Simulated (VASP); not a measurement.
Write the native input for VASP 6.6.1 that does the following.

```yaml
Task: single point
Functional: r2SCAN
Potentials_or_basis: VASP PAW PBE potentials, release 64 (Ba_sv, Ti_sv, O)
Cutoff: 520 eV
k_mesh: 6 × 6 × 6
Occupations: gaussian, width 0.01 eV
Spin: no spin polarisation
Dipole_correction: no
Further_INCAR_settings: ALGO = Normal; EDIFF = 1e-06; NBANDS = 28
```

Crystal: BaTiO3 (Barioperovskite).

```
CELL_PARAMETERS angstrom
4.03795 0.00000 0.00000
0.00000 2.87423 2.88259
0.00000 -2.87423 2.88259
ATOMIC_POSITIONS crystal
Ba 0.00000 0.00000 0.00000
Ti 0.50000 0.51240 0.51240
O 0.00000 0.48740 0.48740
O 0.50000 0.50524 0.99184
O 0.50000 0.99184 0.50524
```

These files were run (other wordings do the same):

POSCAR

```
BaTiO3
1.0
    4.0379468039      0.0000000000      0.0000000000
    0.0000000000      2.8742319127      2.8825904778
    0.0000000000     -2.8742319127      2.8825904778
Ba Ti O
1 1 3
Direct
    0.0000000000      0.0000000000      0.0000000000
    0.5000000000      0.5124000000      0.5124000000
    0.0000000000      0.4874000000      0.4874000000
    0.5000000000      0.5052400000      0.9918400000
    0.5000000000      0.9918400000      0.5052400000
```

INCAR.step1

```
ALGO = Normal
EDIFF = 1E-4
ENCUT = 520
GGA = PE
ISMEAR = 0
LASPH = True
LCHARG = False
LREAL = False
LWAVE = True
NBANDS = 28
NELM = 100
PREC = Accurate
SIGMA = 0.01
```

INCAR.step2

```
ALGO = Normal
EDIFF = 1E-6
ENCUT = 520
ISIF = 2
ISMEAR = 0
ISTART = 1
LASPH = True
LCHARG = True
LELF = True
LMIXTAU = True
LREAL = False
LVHAR = True
LWAVE = False
METAGGA = R2SCAN
NBANDS = 28
NELM = 100
PREC = Accurate
SIGMA = 0.01
```

KPOINTS

```
k-points
0
Gamma
  6 6 6
```

Potentials or basis: VASP PAW PBE potentials, release 64 (Ba_sv, Ti_sv, O).

Command:

```sh
$ cat potpaw_PBE.64/Ba_sv/POTCAR potpaw_PBE.64/Ti_sv/POTCAR potpaw_PBE.64/O/POTCAR > POTCAR
$ cp INCAR.step1 INCAR
$ mpirun -np 1 vasp_std > vasp.out
$ cp INCAR.step2 INCAR
$ mpirun -np 1 vasp_std > vasp.out
```

Results of the run:

```json
{
  "Pressure": "-5.5 GPa",
  "Largest force": "0.397 eV/Å",
  "Band gap on the k mesh": "2.14 eV, indirect (least direct gap 2.40 eV)"
}
```

Caveat: the PAW data sets were made with another functional, which shifts forces and pressure a little; spin-orbit coupling is left out, which moves the levels of the heavy elements.

Run time: 3.9 min on 1 thread of Intel Xeon 6975P-C (shared host), peak memory 0.24 GiB.
